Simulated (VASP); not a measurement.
Wanted: the native input for a VASP 6.6.1 run.

* Task: single point
* Functional: PBE
* Potentials or basis: VASP PAW PBE potentials, release 64 (Al)
* Cutoff: 520 eV
* k mesh: 14 × 14 × 1
* Occupations: fermi-dirac, width 0.08 eV
* Spin: no spin polarisation
* Dipole correction: yes
* Further INCAR settings: ALGO = Normal; EDIFF = 1e-07; NBANDS = 14

The structure of Al lies in POSCAR:

```
Al
1.0
    2.8574853682      0.0000000000      0.0000000000
    0.0000000000      2.8574853682      0.0000000000
    0.0000000000      0.0000000000     22.0616000000
Al
4
Direct
    0.2500000000      0.2500000000      0.3626200764
    0.7500000000      0.7500000000      0.4542066918
    0.2500000000      0.2500000000      0.5457933077
    0.7500000000      0.7500000000      0.6373799236
```

One way to write it, as run:

INCAR

```
SYSTEM = Al
PREC = Accurate
ENCUT = 520
EDIFF = 1E-7
ISMEAR = -1
SIGMA = 0.08
LREAL = .FALSE.
LASPH = .TRUE.
NELM = 100
ALGO = Normal
ISIF = 2
LWAVE = .FALSE.
LCHARG = .FALSE.
LDIPOL = .TRUE.
IDIPOL = 3
DIPOL = 0.5 0.5 0.500
GGA = PE
NBANDS = 14
```

KPOINTS

```
Automatic mesh
0
G
  14 14 1
  0 0 0
```

Potentials or basis: VASP PAW PBE potentials, release 64 (Al).

Launch:

```console
$ cat potpaw_PBE.64/Al/POTCAR > POTCAR
$ mpirun -np 1 vasp_std > vasp.out
```

Results of the run:

```json
{"Largest force": "0.110 eV/Å", "Band gap on the k mesh": "zero (band 6 reaches 2.04 eV, above the bottom of band 7 at -0.70 eV)"}
```

It took 100 s on 1 thread of AMD EPYC 9R45 96-Core Processor (Zen 5), on a shared host, peak memory 0.28 GiB.
